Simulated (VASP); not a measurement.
# ZnS in VASP: single point with PBE

Aim: the single point of ZnS with PBE.

Program: VASP 6.6.1. These are calculated values, not measurements. Logs are shortened: lines on timing, memory, paths and dates and some standing lists are left out, and cuts for length are marked.

**1. The cell of the first run**

The typed cell holds 12 atoms: a = 3.846 Å, b = 3.846 Å, c = 20.038 Å, α = 73.27°, β = 73.27°, γ = 60.00°.

**2. Single point, PBE**

Input file INCAR:

```
  ALGO = Normal
  EDIFF = 1E-6
  ENCUT = 520
  GGA = PE
  ISIF = 2
  ISMEAR = 0
  LASPH = True
  LCHARG = True
  LELF = True
  LREAL = False
  LVHAR = True
  LWAVE = False
  NBANDS = 66
  NELM = 60
  PREC = Accurate
  SIGMA = 0.05
```

Input file KPOINTS:

```
k-points
0
Gamma
  8 8 2
```

Input file POSCAR:

```
ZnS
1.0
   -3.8462043731      0.0000000000      0.0000000000
   -1.9231021865     -3.3309106952      0.0000000000
   -5.7694988698     -3.3310217256     18.8985751533
Zn S
6 6
Direct
   -0.5137745479     -0.5137745479      0.7706488596
    0.3195754521      0.3195754521      0.2706488596
   -0.0138675703     -0.0138675703      0.6040807676
    0.8194824297      0.8194824297      0.1040807676
   -0.3472960462     -0.3472960462      0.9374981296
    0.4860539538      0.4860539538      0.4374981296
    0.1945774836      0.1945774836      0.3956426616
    0.3612274836      0.3612274836      0.8956426616
    0.1944182697      0.1944182697      0.0624796476
    0.3610682697      0.3610682697      0.5624796476
   -0.1386298954     -0.1386298954      0.7288389341
    0.6947201046      0.6947201046      0.2288389341
```

Potentials or basis: VASP PAW PBE potentials, release 64 (Zn, S).

Started as:

```sh
cat potpaw_PBE.64/Zn/POTCAR potpaw_PBE.64/S/POTCAR > POTCAR
mpirun -np 1 vasp_std > vasp.out
```

OUTCAR:

```text
EDIFF = 1E-6
   ENCUT = 520
   GGA = PE
   ISIF = 2
   ISMEAR = 0
   LASPH = True
   LREAL = False
   NELM = 60
   PREC = Accurate

 ion  position               nearest neighbor table
   1  0.486  0.486  0.771-  11 2.36  11 2.36  11 2.36   8 2.36
   2  0.320  0.320  0.271-  12 2.36  12 2.36  12 2.36   7 2.36
   3  0.986  0.986  0.604-  10 2.36  10 2.36  10 2.36  11 2.36
   4  0.819  0.819  0.104-   9 2.36   9 2.36   9 2.36  12 2.36
   5  0.653  0.653  0.937-   8 2.36   8 2.36   8 2.36
   6  0.486  0.486  0.437-   7 2.36   7 2.36   7 2.36  10 2.36
   7  0.195  0.195  0.396-   6 2.36   6 2.36   6 2.36   2 2.36
   8  0.361  0.361  0.896-   5 2.36   5 2.36   5 2.36   1 2.36
   9  0.194  0.194  0.062-   4 2.36   4 2.36   4 2.36
  10  0.361  0.361  0.562-   3 2.36   3 2.36   3 2.36   6 2.36
  11  0.861  0.861  0.729-   1 2.36   1 2.36   1 2.36   3 2.36
  12  0.695  0.695  0.229-   2 2.36   2 2.36   2 2.36   4 2.36

  LATTYP: Found a simple monoclinic cell.
 ALAT       =     3.8462043731
 B/A-ratio  =     4.9135649907
 C/A-ratio  =     1.7320508076
 COS(beta)  =    -0.8660254038

  Lattice vectors:

 A1 = (  -1.9231021866,   3.3309106952,   0.0000000000)
 A2 = (  -0.0001923102,  -0.0001110304,  18.8985751533)
 A3 = (   5.7693065597,  -3.3309106952,   0.0000000000)

Analysis of symmetry for initial positions (statically):
=====================================================================
 Subroutine PRICEL returns:
 Original cell was already a primitive cell.

 Routine SETGRP: Setting up the symmetry group for a
 simple monoclinic supercell.

 Subroutine GETGRP returns: Found  1 space group operations
 (whereof  1 operations were pure point group operations)
 out of a pool of  4 trial point group operations.

The static configuration has the point symmetry C_1 .

Analysis of symmetry for dynamics (positions and initial velocities):
=====================================================================
 Subroutine PRICEL returns:
 Original cell was already a primitive cell.

 Routine SETGRP: Setting up the symmetry group for a
 simple monoclinic supercell.

 Subroutine GETGRP returns: Found  1 space group operations
 (whereof  1 operations were pure point group operations)
 out of a pool of  4 trial point group operations.

The dynamic configuration has the point symmetry C_1 .

 Subroutine INISYM returns: Found  1 space group operations
 (whereof  1 operations are pure point group operations),
 and found     1 'primitive' translations

----------------------------------------------------------------------------------------

                                     Primitive cell

  volume of cell :     242.1165

  direct lattice vectors                    reciprocal lattice vectors
    -3.846204373  0.000000000  0.000000000    -0.259996584  0.150109098 -0.052915806
    -1.923102186 -3.330910695  0.000000000     0.000000000 -0.300218196 -0.052915806
    -5.769498870 -3.331021726 18.898575153     0.000000000  0.000000000  0.052914042

  length of vectors
     3.846204373  3.846204373 20.038437209     0.304845941  0.304845941  0.052914042

  position of ions in fractional coordinates (direct lattice)
     0.486225452  0.486225452  0.770648860
     0.319575452  0.319575452  0.270648860
     0.986132430  0.986132430  0.604080768
     0.819482430  0.819482430  0.104080768
     0.652703954  0.652703954  0.937498130
     0.486053954  0.486053954  0.437498130
     0.194577484  0.194577484  0.395642662
     0.361227484  0.361227484  0.895642662
     0.194418270  0.194418270  0.062479648
     0.361068270  0.361068270  0.562479648
     0.861370105  0.861370105  0.728838934
     0.694720105  0.694720105  0.228838934

  ion indices of the primitive-cell ions
   primitive index   ion index
                 1           1
                 2           2
                 3           3
[... 36 lines left out ...]
|           W WW W  AAAAAA  RRRRR   N  N N  II  N  N N  G  GGG   !            |
|           WW  WW  A    A  R   R   N   NN  II  N   NN  G    G                |
|           W    W  A    A  R    R  N    N  II  N    N   GGGG   !!!           |
|                                                                             |
|     Your reciprocal lattice and k-lattice belong to different lattice       |
|     classes:                                                                |
|                                                                             |
|        The reciprocal lattice is hexagonal,                                 |
|        whereas your k-lattice is base-centered monoclinic.                  |
|                                                                             |
|     Results are often still useful ...                                      |
|                                                                             |
 -----------------------------------------------------------------------------

 WARNING: IBZKPT: internal override: KBLOWUP is changed to .FALSE.
      ... skipping the blow-up phase ...

 Subroutine IBZKPT returns following result:
 ===========================================

 Found     68 irreducible k-points:

 Following reciprocal coordinates:
            Coordinates               Weight
  0.000000  0.000000  0.000000      1.000000
  0.125000  0.000000  0.000000      2.000000
  0.250000  0.000000  0.000000      2.000000
  0.375000 -0.000000 -0.000000      2.000000
  0.500000  0.000000  0.000000      1.000000
  0.000000  0.125000 -0.000000      2.000000
[... 16 lines left out ...]
  0.125000  0.375000  0.000000      2.000000
  0.250000  0.375000  0.000000      2.000000
 [... further k-points ...]
   k-points           NKPTS =     68   k-points in BZ     NKDIM =     68   number of bands    NBANDS=     66
   number of dos      NEDOS =    301   number of ions     NIONS =     12
   total plane-waves  NPLWV = 135000
   dimension x,y,z NGX =    30 NGY =   30 NGZ =  150
   dimension x,y,z NGXF=    60 NGYF=   60 NGZF=  300
   ions per type =               6   6
   NGX,Y,Z   is equivalent  to a cutoff of  12.97, 12.97, 12.44 a.u.
   NGXF,Y,Z  is equivalent  to a cutoff of  25.93, 25.93, 24.89 a.u.
 SYSTEM =  unknown system
   PREC   = accura    normal or accurate (medium, high low for compatibility)
   ISTART =      0    job   : 0-new  1-cont  2-samecut
   ICHARG =      2    charge: 1-file 2-atom 10-const
   ISPIN  =      1    spin polarized calculation?
   LNONCOLLINEAR =      F non collinear calculations
   LSORBIT =      F    spin-orbit coupling
   LASPH  =      T    aspherical Exc in radial PAW
   ENCUT  =  520.0 eV  38.22 Ry    6.18 a.u.   7.15  7.15 37.26*2*pi/ulx,y,z
   NELM   =     60;   NELMIN=  2; NELMDL= -5     # of ELM steps
   EDIFF  = 0.1E-05   stopping-criterion for ELM
   LREAL  =      F    real-space projection
   EDIFFG = 0.1E-04   stopping-criterion for IOM
   NSW    =      0    number of steps for IOM
   IBRION =     -1    ionic relax: 0-MD 1-quasi-New 2-CG
   NFREE  =      0    steps in history (QN), initial steepest desc. (CG)
   ISIF   =      2    stress and relaxation
   ISYM   =      2    0-nonsym 1-usesym 2-fastsym
   POTIM  = 0.5000    time-step for ionic-motion
   TEBEG  =    0.0;   TEEND  =   0.0 temperature during run
   PSTRESS=    0.0 pullay stress
   NELECT =     108.0000    total number of electrons
   NUPDOWN=      -1.0000    fix difference up-down
   EMIN   =  10.00;   EMAX   =-10.00  energy-range for DOS
   EFERMI =   0.00;   METHOD = LEGACY
   ISMEAR =     0;   SIGMA  =   0.05  broadening in eV -4-tet -1-fermi 0-gaus
   EFERMI_NEDOS =   21; number of points for ismear=-14 and -15
   IALGO  =     38    algorithm
   IMIX   =      4    mixing-type and parameters
     AMIX     =   0.40;   BMIX     =  1.00
     AMIX_MAG =   1.60;   BMIX_MAG =  1.00
  volume/ion in A,a.u.               =      20.18       136.16
  Fermi-wavevector in a.u.,A,eV,Ry     =   1.250858  2.363779 21.288291  1.564645
  Thomas-Fermi vector in A             =   2.384832
   LORBIT       =      0    0 simple, 1 ext, 2 COOP (PROOUT), +10 PAW based schemes
   GGA     = PE    functional components
   LHFCALC =     F    Hartree Fock is set to
   AEXX    =    0.0000 exact exchange contribution
   IVDW    =     0    specifies the selected vdW correction
   LEPSILON=     F    determine dielectric tensor
   LRPA    =     F    only Hartree local field effects (RPA)
 non-spin polarized calculation
 Gauss-broadening in eV      SIGMA  =   0.05
  energy-cutoff  :      520.00
  volume of cell :      242.12
 maximum number of plane-waves:      6559
 NGX is ok and might be reduce to    30
   NGX = 15   NGY = 15   NGZ = 75

 number of electron     107.9999999 magnetization

 Free energy of the ion-electron system (eV)
  ---------------------------------------------------
  ext. energy  EPLUGINS =         0.00000000
  ---------------------------------------------------
  free energy    TOTEN  =       -40.06144953 eV

  energy without entropy =      -40.06144953  energy(sigma->0) =      -40.06144953

 E-fermi :   2.3955     XC(G=0):  -9.5484

 val. band max:        2.1827012941   @ k =   0.0000   0.0000   0.5000
 cond. band min:       3.3686812013   @ k =   0.0000   0.0000   0.0000
 fundamental gap:      1.1859799072
 Fermi energy:         2.3954502509

 k-point     1 :       0.0000    0.0000    0.0000
  band No.  band energies     occupation
      1     -11.4253      2.00000
      2     -10.9815      2.00000
      3     -10.7179      2.00000
      4     -10.4447      2.00000
      5     -10.2045      2.00000
      6      -9.8368      2.00000
[... 1645 lines left out ...]
     65       8.0528      0.00000
     66       8.4217      0.00000

 [... further k-points ...]
[... 5 lines left out ...]
  --------------------------------------------------------------------------------------
  -------------------------------------------------------------------------------------
  Total       -1.2356916     -1.2342910      2.5469433     -0.0012137     -0.0004839     -0.0008431
  in kB       -8.1770429     -8.1677741     16.8540953     -0.0080315     -0.0032021     -0.0055794
  external PRESSURE =       0.1697594 kB  Pullay stress =       0.0000000 kB

 VOLUME and BASIS-vectors are now :
 -----------------------------------------------------------------------------
  energy-cutoff  :      520.00
  volume of cell :      242.12
      direct lattice vectors                 reciprocal lattice vectors
    -3.846204373  0.000000000  0.000000000    -0.259996584  0.150109098 -0.052915806
    -1.923102186 -3.330910695  0.000000000     0.000000000 -0.300218196 -0.052915806
    -5.769498870 -3.331021726 18.898575153     0.000000000  0.000000000  0.052914042

 POSITION                                       TOTAL-FORCE (eV/Angst)
 -----------------------------------------------------------------------------------
     -7.25144     -4.18662     14.56417         0.000331      0.000192     -0.153631
     -3.40524     -1.96601      5.11488         0.000280      0.000162     -0.137666
     -9.17454     -5.29693     11.41627         0.000268      0.000155     -0.130114
     -5.32834     -3.07632      1.96698         0.000311      0.000180      0.208090
     -9.17454     -5.29693     17.71738         0.000340      0.000197     -0.026001
     -5.32834     -3.07632      8.26809         0.000220      0.000127     -0.127183
     -3.40524     -1.96601      7.47708        -0.000249     -0.000142      0.130888
     -7.25144     -4.18662     16.92637        -0.000152     -0.000089     -0.244245
     -1.48213     -0.85571      1.18078        -0.000522     -0.000301      0.090766
     -5.32834     -3.07632     10.63006        -0.000258     -0.000150      0.125724
     -9.17454     -5.29693     13.77402        -0.000272     -0.000158      0.096452
     -5.32834     -3.07632      4.32473        -0.000298     -0.000171      0.166920
 -----------------------------------------------------------------------------------
    total drift:                                0.002520      0.001453     -0.002660

  FREE ENERGIE OF THE ION-ELECTRON SYSTEM (eV)
  ---------------------------------------------------
  free  energy   TOTEN  =       -40.0614495250 eV

  energy  without entropy=      -40.0614495250  energy(sigma->0) =      -40.06144953
```

It took 21 min on 1 thread of Oxide Virtual Turin-like, shared host; peak memory 0.81 GiB.

What came out:

| Item | Value |
| --- | --- |
| Free energy | -40.0614 eV |
| Pressure | 0.0 GPa |
| Largest force | 0.244 eV/Å |
| Band gap on the k mesh | 1.19 eV |

Forces on the atoms (eV/Å):
```
Zn   0.000  0.000 -0.154
Zn   0.000  0.000 -0.138
Zn   0.000  0.000 -0.130
Zn   0.000  0.000  0.208
Zn   0.000  0.000 -0.026
Zn   0.000  0.000 -0.127
S    0.000  0.000  0.131
S    0.000  0.000 -0.244
S   -0.001  0.000  0.091
S    0.000  0.000  0.126
S    0.000  0.000  0.096
S    0.000  0.000  0.167
```

Stress tensor (GPa, compression positive):
```
-0.82  0.00  0.00
 0.00 -0.82  0.00
 0.00  0.00  1.69
```

A k mesh can miss the band edges.
